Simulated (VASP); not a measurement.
# CdF2 (Fm-3m) in VASP: notebook, part 2 of 2

VASP 6.6.1. The steps go on from the part before.

## (3) Single point, PBEsol+D4

This run uses another cell than the first one, of 12.86 Å³/atom, 1.005 times its volume.

INCAR

```
  ALGO = Normal
  EDIFF = 1E-6
  ENCUT = 520
  GGA = PS
  ISIF = 2
  ISMEAR = -1
  IVDW = 13
  LASPH = T
  LCHARG = F
  LREAL = F
  LWAVE = F
  NBANDS = 20
  NELM = 60
  PREC = Accurate
  SIGMA = 0.05
```

KPOINTS

```
k-points
0
Gamma
  9 9 9
```

POSCAR

```
CdF2
1.0
    0.0000000000      2.6821953065      2.6821953065
    2.6821953065      0.0000000000      2.6821953065
    2.6821953065      2.6821953065      0.0000000000
Cd F
1 2
Direct
    0.0000000000      0.0000000000      0.0000000000
    0.7500000000      0.7500000000      0.7500000000
    0.2500000000      0.2500000000      0.2500000000
```

Potentials or basis: VASP PAW PBE potentials, release 64 (Cd, F).

The run is started by

```bash
cat potpaw_PBE.64/Cd/POTCAR potpaw_PBE.64/F/POTCAR > POTCAR
mpirun -np 1 vasp_std > vasp.out
```

OUTCAR:

```text
EDIFF = 1E-6
   ENCUT = 520
   GGA = PS
   ISIF = 2
   ISMEAR = -1
   IVDW = 13
   LASPH = T
   LREAL = F
   NELM = 60
   PREC = Accurate

 ion  position               nearest neighbor table
   1  0.000  0.000  0.000-   2 2.32   2 2.32   2 2.32   3 2.32   3 2.32   3 2.32   3 2.32   2 2.32

   2  0.750  0.750  0.750-   1 2.32   1 2.32   1 2.32   1 2.32
   3  0.250  0.250  0.250-   1 2.32   1 2.32   1 2.32   1 2.32

  LATTYP: Found a face centered cubic cell.
 ALAT       =     5.3643906130

  Lattice vectors:

 A1 = (   0.0000000000,   2.6821953065,   2.6821953065)
 A2 = (   2.6821953065,   0.0000000000,   2.6821953065)
 A3 = (   2.6821953065,   2.6821953065,   0.0000000000)

Analysis of symmetry for initial positions (statically):
=====================================================================
 Subroutine PRICEL returns:
 Original cell was already a primitive cell.

 Routine SETGRP: Setting up the symmetry group for a
 face centered cubic supercell.

 Subroutine GETGRP returns: Found 48 space group operations
[... 9 lines left out ...]

 Routine SETGRP: Setting up the symmetry group for a
 face centered cubic supercell.

 Subroutine GETGRP returns: Found 48 space group operations
[... 11 lines left out ...]
                                     Primitive cell

  volume of cell :      38.5923

  direct lattice vectors                    reciprocal lattice vectors
     0.000000000  2.682195307  2.682195307    -0.186414464  0.186414464  0.186414464
     2.682195307  0.000000000  2.682195307     0.186414464 -0.186414464  0.186414464
     2.682195307  2.682195307  0.000000000     0.186414464  0.186414464 -0.186414464

  length of vectors
     3.793196979  3.793196979  3.793196979     0.322879323  0.322879323  0.322879323

  position of ions in fractional coordinates (direct lattice)
     0.000000000  0.000000000  0.000000000
     0.750000000  0.750000000  0.750000000
     0.250000000  0.250000000  0.250000000

  ion indices of the primitive-cell ions
   primitive index   ion index
                 1           1
                 2           2
                 3           3

----------------------------------------------------------------------------------------

 KPOINTS: k-points

Automatic generation of k-mesh.
 Grid dimensions read from file:
 generate k-points for:    9    9    9

 Generating k-lattice:

  Cartesian coordinates                     Fractional coordinates (reciprocal lattice)
    -0.020712718  0.020712718  0.020712718     0.111111111  0.000000000  0.000000000
     0.020712718 -0.020712718  0.020712718     0.000000000  0.111111111  0.000000000
     0.020712718  0.020712718 -0.020712718     0.000000000  0.000000000  0.111111111

  Length of vectors
     0.035875480  0.035875480  0.035875480

  Shift w.r.t. Gamma in fractional coordinates (k-lattice)
     0.000000000  0.000000000  0.000000000

 Subroutine IBZKPT returns following result:
 ===========================================

 Found     35 irreducible k-points:

 Following reciprocal coordinates:
            Coordinates               Weight
  0.000000  0.000000  0.000000      1.000000
  0.111111  0.000000  0.000000      8.000000
  0.222222  0.000000  0.000000      8.000000
  0.333333  0.000000  0.000000      8.000000
  0.444444  0.000000  0.000000      8.000000
  0.111111  0.111111  0.000000      6.000000
[... 16 lines left out ...]
 -0.333333  0.333333  0.000000     12.000000
  0.444444  0.444444  0.000000      6.000000
 [... further k-points ...]
   k-points           NKPTS =     35   k-points in BZ     NKDIM =     35   number of bands    NBANDS=     20
   number of dos      NEDOS =    301   number of ions     NIONS =      3
   total plane-waves  NPLWV =  21952
   dimension x,y,z NGX =    28 NGY =   28 NGZ =   28
   dimension x,y,z NGXF=    56 NGYF=   56 NGZF=   56
   ions per type =               1   2
   NGX,Y,Z   is equivalent  to a cutoff of  12.27, 12.27, 12.27 a.u.
   NGXF,Y,Z  is equivalent  to a cutoff of  24.54, 24.54, 24.54 a.u.
 SYSTEM =  unknown system
   PREC   = accura    normal or accurate (medium, high low for compatibility)
   ISTART =      0    job   : 0-new  1-cont  2-samecut
   ICHARG =      2    charge: 1-file 2-atom 10-const
   ISPIN  =      1    spin polarized calculation?
   LNONCOLLINEAR =      F non collinear calculations
   LSORBIT =      F    spin-orbit coupling
   LASPH  =      T    aspherical Exc in radial PAW
   ENCUT  =  520.0 eV  38.22 Ry    6.18 a.u.   7.05  7.05  7.05*2*pi/ulx,y,z
   NELM   =     60;   NELMIN=  2; NELMDL= -5     # of ELM steps
   EDIFF  = 0.1E-05   stopping-criterion for ELM
   LREAL  =      F    real-space projection
   EDIFFG = 0.1E-04   stopping-criterion for IOM
   NSW    =      0    number of steps for IOM
   IBRION =     -1    ionic relax: 0-MD 1-quasi-New 2-CG
   NFREE  =      0    steps in history (QN), initial steepest desc. (CG)
   ISIF   =      2    stress and relaxation
   ISYM   =      2    0-nonsym 1-usesym 2-fastsym
   POTIM  = 0.5000    time-step for ionic-motion
   TEBEG  =    0.0;   TEEND  =   0.0 temperature during run
   PSTRESS=    0.0 pullay stress
   NELECT =      26.0000    total number of electrons
   NUPDOWN=      -1.0000    fix difference up-down
   EMIN   =  10.00;   EMAX   =-10.00  energy-range for DOS
   EFERMI =   0.00;   METHOD = LEGACY
   ISMEAR =    -1;   SIGMA  =   0.05  broadening in eV -4-tet -1-fermi 0-gaus
   EFERMI_NEDOS =   21; number of points for ismear=-14 and -15
   IALGO  =     38    algorithm
   IMIX   =      4    mixing-type and parameters
     AMIX     =   0.40;   BMIX     =  1.00
     AMIX_MAG =   1.60;   BMIX_MAG =  1.00
  volume/ion in A,a.u.               =      12.86        86.81
  Fermi-wavevector in a.u.,A,eV,Ry     =   1.435155  2.712050 28.023520  2.059671
  Thomas-Fermi vector in A             =   2.554485
   LORBIT       =      0    0 simple, 1 ext, 2 COOP (PROOUT), +10 PAW based schemes
   GGA     = PS    functional components
   LHFCALC =     F    Hartree Fock is set to
   AEXX    =    0.0000 exact exchange contribution
   IVDW    =    13    specifies the selected vdW correction
   LEPSILON=     F    determine dielectric tensor
   LRPA    =     F    only Hartree local field effects (RPA)
 non-spin polarized calculation
  energy-cutoff  :      520.00
  volume of cell :       38.59
 maximum number of plane-waves:      1049
   NGX = 15   NGY = 15   NGZ = 15

 number of electron      25.9999999 magnetization

 Free energy of the ion-electron system (eV)
  ---------------------------------------------------
  ext. energy  EPLUGINS =         0.00000000
  ---------------------------------------------------
  free energy    TOTEN  =       -11.58782868 eV

  energy without entropy =      -11.58782868  energy(sigma->0) =      -11.58782868

 E-fermi :  -0.2799     XC(G=0): -10.7819

 val. band max:       -1.3718081187   @ k =  -0.3333   0.4444   0.2222
 cond. band min:       1.6054711966   @ k =   0.0000   0.0000   0.0000
 fundamental gap:      2.9772793153
 Fermi energy:        -0.2798622770

 k-point     1 :       0.0000    0.0000    0.0000
  band No.  band energies     occupation
      1     -22.1349      2.00000
      2     -20.9618      2.00000
      3      -7.0159      2.00000
      4      -7.0159      2.00000
      5      -7.0159      2.00000
      6      -5.7044      2.00000
[... 12 lines left out ...]
     19      18.4229      0.00000
     20      18.4229      0.00000

 k-point     2 :       0.1111    0.0000    0.0000
  band No.  band energies     occupation
      1     -22.0932      2.00000
      2     -20.9983      2.00000
      3      -6.9660      2.00000
      4      -6.9660      2.00000
      5      -6.8772      2.00000
      6      -5.7211      2.00000
[... 12 lines left out ...]
     19      18.1024      0.00000
     20      18.1024      0.00000
[... 465 lines left out ...]
      3      -6.5512      2.00000
      4      -6.2176      2.00000
      5      -5.8532      2.00000
      6      -5.7168      2.00000
[... 12 lines left out ...]
     19      18.0176      0.00000
     20      20.3113      0.00000

 k-point    24 :       0.4444    0.4444    0.0000
  band No.  band energies     occupation
      1     -21.6524      2.00000
      2     -21.3467      2.00000
      3      -6.7878      2.00000
      4      -6.0510      2.00000
      5      -6.0510      2.00000
      6      -5.5835      2.00000
[... 12 lines left out ...]
     19      18.1618      0.00000
     20      19.8347      0.00000

 [... further k-points ...]

------------------------ aborting loop because EDIFF is reached ----------------------------------------

  DFT-D4 for vdW energy calculation

  Edisp (eV):   -0.30458

  FORCE on cell =-STRESS in cart. coord.  units (eV):
  Direction    XX          YY          ZZ          XY          YZ          ZX
  --------------------------------------------------------------------------------------
  -------------------------------------------------------------------------------------
  Total       0.20321     0.20321     0.20321    -0.00000    -0.00000     0.00000
  in kB       8.43627     8.43627     8.43627    -0.00000    -0.00000     0.00000
  external pressure =        8.44 kB  Pullay stress =        0.00 kB

 VOLUME and BASIS-vectors are now :
 -----------------------------------------------------------------------------
  energy-cutoff  :      520.00
  volume of cell :       38.59
      direct lattice vectors                 reciprocal lattice vectors
     0.000000000  2.682195307  2.682195307    -0.186414464  0.186414464  0.186414464
     2.682195307  0.000000000  2.682195307     0.186414464 -0.186414464  0.186414464
     2.682195307  2.682195307  0.000000000     0.186414464  0.186414464 -0.186414464

 POSITION                                       TOTAL-FORCE (eV/Angst)
 -----------------------------------------------------------------------------------
      0.00000      0.00000      0.00000        -0.000000     -0.000000     -0.000000
      4.02329      4.02329      4.02329        -0.000000      0.000000     -0.000000
      1.34110      1.34110      1.34110         0.000000      0.000000      0.000000
 -----------------------------------------------------------------------------------
    total drift:                                0.000000      0.000000      0.000000

  FREE ENERGIE OF THE ION-ELECTRON SYSTEM (eV)
  ---------------------------------------------------
  free  energy   TOTEN  =       -11.8924086415 eV

  energy  without entropy=      -11.8924086415  energy(sigma->0) =      -11.89240864
```

OSZICAR:

```text
N       E                     dE             d eps       ncg     rms          rms(c)
DAV:   1     0.191749909317E+03    0.19175E+03   -0.15536E+04  1464   0.132E+03
DAV:   2    -0.499300684339E+01   -0.19674E+03   -0.18905E+03  1516   0.341E+02
DAV:   3    -0.129656544121E+02   -0.79726E+01   -0.79492E+01  1616   0.744E+01
DAV:   4    -0.130008349178E+02   -0.35181E-01   -0.35178E-01  1516   0.505E+00
DAV:   5    -0.130009588762E+02   -0.12396E-03   -0.12396E-03  1588   0.272E-01    0.968E+00
DAV:   6    -0.115782625334E+02    0.14227E+01   -0.31741E+00  1804   0.348E+01    0.743E+00
DAV:   7    -0.116075308697E+02   -0.29268E-01   -0.73727E-01  1448   0.761E+00    0.436E+00
DAV:   8    -0.115971091214E+02    0.10422E-01   -0.14410E-01  1468   0.354E+00    0.703E-01
DAV:   9    -0.115871742285E+02    0.99349E-02   -0.33909E-02  1708   0.234E+00    0.915E-02
DAV:  10    -0.115877022135E+02   -0.52798E-03   -0.33047E-03  1456   0.554E-01    0.102E-01
DAV:  11    -0.115878002236E+02   -0.98010E-04   -0.97680E-05  1540   0.100E-01    0.416E-02
DAV:  12    -0.115878255114E+02   -0.25288E-04   -0.73224E-05  1436   0.705E-02    0.203E-02
DAV:  13    -0.115878286299E+02   -0.31185E-05   -0.72714E-06  1524   0.279E-02    0.715E-03
DAV:  14    -0.115878286825E+02   -0.52587E-07   -0.44796E-07  1228   0.883E-03
   1 F= -.11892409E+02 E0= -.11892409E+02  d E =-.742675E-10
```

stdout:

```text
POSCAR found type information on POSCAR CdF
 POSCAR found :  2 types and       3 ions
 scaLAPACK will be used
 -----------------------------------------------------------------------------
|                                                                             |
|                                                                             |
|     You enforced a specific xc type in the INCAR file but a different       |
|     I HOPE YOU KNOW WHAT YOU ARE DOING!                                     |
|                                                                             |
 -----------------------------------------------------------------------------

 LDA part: xc-table for (Slater+PW92), standard interpolation
 POSCAR, INCAR and KPOINTS ok, starting setup
 FFT: planning ... GRIDC
 FFT: planning ... GRID_SOFT
 FFT: planning ... GRID
 WAVECAR not read
 entering main loop
```

It took 12 s on 1 thread of Intel Xeon 6975P-C (Granite Rapids), shared host; peak memory 0.16 GiB.

What came out:

| Item | Value |
| --- | --- |
| Free energy | -11.8924 eV |
| Pressure | 0.8 GPa |
| Band gap on the k mesh | 2.98 eV, indirect (least direct gap 3.42 eV) |
| Dispersion energy per atom | -0.102 eV |

Caveat: the PAW data sets were made with another functional, which shifts forces and pressure a little. A k mesh can miss the band edges.
